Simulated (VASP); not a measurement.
# Ge (I4/mmm) in VASP: notebook, part 2 of 2

VASP 6.6.1.

## (3) Single point, LDA (strain +0.000 along x and y, +0.030 along z)

File INCAR:

```
PREC = Accurate ; ENCUT = 520
EDIFF = 1E-6 ; ISMEAR = 0
SIGMA = 0.15 ; LREAL = False
LASPH = True ; NELM = 100
ALGO = Normal ; ISIF = 2
LWAVE = False ; LCHARG = False
GGA = CA ; NBANDS = 13
```

File KPOINTS:

```
regular mesh
0
Gamma
  20 20 20
```

File POSCAR:

```
Ge
1.0
    0.0000000000      2.0983605250      2.1613113407
    2.0983605250      0.0000000000      2.1613113407
    2.0983605250      2.0983605250      0.0000000000
Ge
1
Direct
    0.0000000000      0.0000000000      0.0000000000
```

Potentials or basis: VASP PAW LDA potentials, release 64 (Ge_d).

Launch:

```sh
> cat potpaw_LDA.64/Ge_d/POTCAR > POTCAR
> mpirun -np 1 vasp_std > vasp.out
```

OUTCAR:

```text
PREC = Accurate
   ENCUT = 520
   EDIFF = 1E-6
   ISMEAR = 0
   LREAL = False
   LASPH = True
   NELM = 100
   ISIF = 2
   GGA = CA

 ion  position               nearest neighbor table
   1  0.000  0.000  0.000-

  LATTYP: Found a body centered tetragonal cell.
 ALAT       =     2.9675299132
 C/A-ratio  =     1.4566399692

  Lattice vectors:

 A1 = (  -2.0983605250,   0.0000000000,   2.1613113407)
 A2 = (   2.0983605250,   0.0000000000,   2.1613113407)
 A3 = (   0.0000000000,   2.0983605250,  -2.1613113407)

Analysis of symmetry for initial positions (statically):
=====================================================================
 Subroutine PRICEL returns:
 Original cell was already a primitive cell.

 Routine SETGRP: Setting up the symmetry group for a
 body centered tetragonal supercell.

 Subroutine GETGRP returns: Found 16 space group operations
 (whereof 16 operations were pure point group operations)
 out of a pool of 16 trial point group operations.

The static configuration has the point symmetry D_4h.

Analysis of symmetry for dynamics (positions and initial velocities):
=====================================================================
 Subroutine PRICEL returns:
 Original cell was already a primitive cell.

 Routine SETGRP: Setting up the symmetry group for a
 body centered tetragonal supercell.

 Subroutine GETGRP returns: Found 16 space group operations
 (whereof 16 operations were pure point group operations)
 out of a pool of 16 trial point group operations.

The dynamic configuration has the point symmetry D_4h.

 Subroutine INISYM returns: Found 16 space group operations
 (whereof 16 operations are pure point group operations),
 and found     1 'primitive' translations

----------------------------------------------------------------------------------------

                                     Primitive cell

  volume of cell :      19.0330

  direct lattice vectors                    reciprocal lattice vectors
     0.000000000  2.098360525  2.161311341    -0.238281265  0.238281265  0.231341034
     2.098360525  0.000000000  2.161311341     0.238281265 -0.238281265  0.231341034
     2.098360525  2.098360525  0.000000000     0.238281265  0.238281265 -0.231341034

  length of vectors
     3.012371757  3.012371757  2.967529913     0.408747595  0.408747595  0.408747595

  position of ions in fractional coordinates (direct lattice)
     0.000000000  0.000000000  0.000000000

  ion indices of the primitive-cell ions
   primitive index   ion index
                 1           1

----------------------------------------------------------------------------------------

 KPOINTS: regular mesh

Automatic generation of k-mesh.
 Grid dimensions read from file:
 generate k-points for:   20   20   20

 Generating k-lattice:

  Cartesian coordinates                     Fractional coordinates (reciprocal lattice)
    -0.011914063  0.011914063  0.011567052     0.050000000 -0.000000000  0.000000000
     0.011914063 -0.011914063  0.011567052    -0.000000000  0.050000000  0.000000000
     0.011914063  0.011914063 -0.011567052     0.000000000  0.000000000  0.050000000

  Length of vectors
     0.020437380  0.020437380  0.020437380

  Shift w.r.t. Gamma in fractional coordinates (k-lattice)
     0.000000000  0.000000000  0.000000000

 Subroutine IBZKPT returns following result:
 ===========================================

 Found    641 irreducible k-points:

 Following reciprocal coordinates:
            Coordinates               Weight
  0.000000  0.000000  0.000000      1.000000
  0.050000  0.000000  0.000000      8.000000
  0.100000  0.000000  0.000000      8.000000
  0.150000  0.000000  0.000000      8.000000
  0.200000  0.000000  0.000000      8.000000
  0.250000  0.000000  0.000000      8.000000
[... 16 lines left out ...]
 -0.400000  0.050000  0.000000      8.000000
 -0.350000  0.050000  0.000000      8.000000
 [... further k-points ...]
   k-points           NKPTS =    641   k-points in BZ     NKDIM =    641   number of bands    NBANDS=     13
   number of dos      NEDOS =    301   number of ions     NIONS =      1
   total plane-waves  NPLWV =  13824
   dimension x,y,z NGX =    24 NGY =   24 NGZ =   24
   dimension x,y,z NGXF=    48 NGYF=   48 NGZF=   48
   ions per type =               1
   NGX,Y,Z   is equivalent  to a cutoff of  13.25, 13.25, 13.45 a.u.
   NGXF,Y,Z  is equivalent  to a cutoff of  26.49, 26.49, 26.89 a.u.
 SYSTEM =  unknown system
   PREC   = accura    normal or accurate (medium, high low for compatibility)
   ISTART =      0    job   : 0-new  1-cont  2-samecut
   ICHARG =      2    charge: 1-file 2-atom 10-const
   ISPIN  =      1    spin polarized calculation?
   LNONCOLLINEAR =      F non collinear calculations
   LSORBIT =      F    spin-orbit coupling
   LASPH  =      T    aspherical Exc in radial PAW
   ENCUT  =  520.0 eV  38.22 Ry    6.18 a.u.   5.60  5.60  5.52*2*pi/ulx,y,z
   NELM   =    100;   NELMIN=  2; NELMDL= -5     # of ELM steps
   EDIFF  = 0.1E-05   stopping-criterion for ELM
   LREAL  =      F    real-space projection
   EDIFFG = 0.1E-04   stopping-criterion for IOM
   NSW    =      0    number of steps for IOM
   IBRION =     -1    ionic relax: 0-MD 1-quasi-New 2-CG
   NFREE  =      0    steps in history (QN), initial steepest desc. (CG)
   ISIF   =      2    stress and relaxation
   ISYM   =      2    0-nonsym 1-usesym 2-fastsym
   POTIM  = 0.5000    time-step for ionic-motion
   TEBEG  =    0.0;   TEEND  =   0.0 temperature during run
   PSTRESS=    0.0 pullay stress
   NELECT =      14.0000    total number of electrons
   NUPDOWN=      -1.0000    fix difference up-down
   EMIN   =  10.00;   EMAX   =-10.00  energy-range for DOS
   EFERMI =   0.00;   METHOD = LEGACY
   ISMEAR =     0;   SIGMA  =   0.15  broadening in eV -4-tet -1-fermi 0-gaus
   EFERMI_NEDOS =   21; number of points for ismear=-14 and -15
   IALGO  =     38    algorithm
   IMIX   =      4    mixing-type and parameters
     AMIX     =   0.40;   BMIX     =  1.00
     AMIX_MAG =   1.60;   BMIX_MAG =  1.00
  volume/ion in A,a.u.               =      19.03       128.44
  Fermi-wavevector in a.u.,A,eV,Ry     =   1.477798  2.792633 29.713575  2.183886
  Thomas-Fermi vector in A             =   2.592158
   LORBIT       =      0    0 simple, 1 ext, 2 COOP (PROOUT), +10 PAW based schemes
   GGA     = CA    functional components
   LHFCALC =     F    Hartree Fock is set to
   AEXX    =    0.0000 exact exchange contribution
   IVDW    =     0    specifies the selected vdW correction
   LEPSILON=     F    determine dielectric tensor
   LRPA    =     F    only Hartree local field effects (RPA)
 non-spin polarized calculation
 Gauss-broadening in eV      SIGMA  =   0.15
  energy-cutoff  :      520.00
  volume of cell :       19.03
 maximum number of plane-waves:       540
   NGX = 11   NGY = 11   NGZ = 11

 number of electron      14.0000001 magnetization

 Free energy of the ion-electron system (eV)
  ---------------------------------------------------
  ext. energy  EPLUGINS =         0.00000000
  ---------------------------------------------------
  free energy    TOTEN  =        -4.87410735 eV

  energy without entropy =       -4.86847989  energy(sigma->0) =       -4.87129362

 E-fermi :   6.4882     XC(G=0): -11.5303

 val. band max:        6.4803284357   @ k =  -0.4000   0.4500   0.0500
 cond. band min:       6.4970625192   @ k =  -0.3000   0.2000   0.5000
 fundamental gap:      0.0167340835
 Fermi energy:         6.4881843791

 k-point     1 :       0.0000    0.0000    0.0000
  band No.  band energies     occupation
      1     -18.3785      2.00000
      2     -18.3670      2.00000
      3     -18.3670      2.00000
      4     -18.3296      2.00000
      5     -18.3156      2.00000
      6      -6.6736      2.00000
      7      15.1977      0.00000
      8      15.1977      0.00000
      9      15.2057      0.00000
     10      20.3660      0.00000
     11      20.6019      0.00000
     12      20.6019      0.00000
     13      21.6315      0.00000
[... 353 lines left out ...]
 k-point    24 :      -0.3500    0.0500    0.0000
  band No.  band energies     occupation
      1     -18.3716      2.00000
      2     -18.3680      2.00000
      3     -18.3563      2.00000
      4     -18.2931      2.00000
      5     -18.2840      2.00000
      6      -3.3273      2.00000
      7       3.7674      2.00000
      8      12.2133      0.00000
      9      13.8865      0.00000
     10      18.7525      0.00000
     11      19.6081      0.00000
     12      19.9619      0.00000
     13      21.9113      0.00000

 [... further k-points ...]

------------------------ aborting loop because EDIFF is reached ----------------------------------------

  FORCE on cell =-STRESS in cart. coord.  units (eV):
  Direction    XX          YY          ZZ          XY          YZ          ZX
  --------------------------------------------------------------------------------------
  -------------------------------------------------------------------------------------
  Total       -0.4034615     -0.4034615     -0.2877065      0.0000000     -0.0000000      0.0000000
  in kB      -33.9629290    -33.9629290    -24.2188060      0.0000000     -0.0000000      0.0000000
  external PRESSURE =     -30.7148880 kB  Pullay stress =       0.0000000 kB

 VOLUME and BASIS-vectors are now :
 -----------------------------------------------------------------------------
  energy-cutoff  :      520.00
  volume of cell :       19.03
      direct lattice vectors                 reciprocal lattice vectors
     0.000000000  2.098360525  2.161311341    -0.238281265  0.238281265  0.231341034
     2.098360525  0.000000000  2.161311341     0.238281265 -0.238281265  0.231341034
     2.098360525  2.098360525  0.000000000     0.238281265  0.238281265 -0.231341034

 POSITION                                       TOTAL-FORCE (eV/Angst)
 -----------------------------------------------------------------------------------
      0.00000      0.00000      0.00000         0.000000     -0.000000      0.000000
 -----------------------------------------------------------------------------------
    total drift:                               -0.000000      0.000000     -0.000000

  FREE ENERGIE OF THE ION-ELECTRON SYSTEM (eV)
  ---------------------------------------------------
  free  energy   TOTEN  =        -4.8741073460 eV

  energy  without entropy=       -4.8684798944  energy(sigma->0) =       -4.87129362
```

OSZICAR:

```text
N       E                     dE             d eps       ncg     rms          rms(c)
DAV:   1     0.628879045095E+02    0.62888E+02   -0.71578E+03 18295   0.292E+03
DAV:   2     0.727116466579E+00   -0.62161E+02   -0.59189E+02 17654   0.419E+02
DAV:   3    -0.481490067844E+01   -0.55420E+01   -0.55162E+01 19239   0.716E+01
DAV:   4    -0.488939161373E+01   -0.74491E-01   -0.74482E-01 19646   0.901E+00
DAV:   5    -0.489010644852E+01   -0.71483E-03   -0.71483E-03 19631   0.968E-01    0.112E+00
DAV:   6    -0.487884927057E+01    0.11257E-01   -0.72513E-03 21036   0.170E+00    0.611E-01
DAV:   7    -0.487428771376E+01    0.45616E-02   -0.46347E-03 20976   0.970E-01    0.608E-02
DAV:   8    -0.487410668183E+01    0.18103E-03   -0.35200E-04 20181   0.434E-01    0.215E-02
DAV:   9    -0.487410734602E+01   -0.66419E-06   -0.38948E-06 18901   0.172E-02
   1 F= -.48741073E+01 E0= -.48712936E+01  d E =-.562745E-02
```

stdout:

```text
POSCAR found type information on POSCAR Ge
 POSCAR found :  1 types and       1 ions
 scaLAPACK will be used
 LDA part: xc-table for (Slater(with rela. corr.)+CA(PZ))
 , standard interpolation
 POSCAR, INCAR and KPOINTS ok, starting setup
 FFT: planning ... GRIDC
 FFT: planning ... GRID_SOFT
 FFT: planning ... GRID
 WAVECAR not read
 entering main loop
```

Run time: 1.9 min. Hardware: 1 thread of Intel Xeon 8259CL, shared host; peak memory 0.25 GiB.

What came out:

- Free energy: -4.8741 eV
- Pressure: -3.1 GPa
- Band gap on the k mesh: zero (bands 7 and 8 overlap by 11.27 eV)

Caveat: the cell differs from its parent crystal (strain +0.000 along x and y, +0.030 along z); the cell stands under tension.

The gap in the log of VASP goes by the Fermi energy; the results here count the filled bands.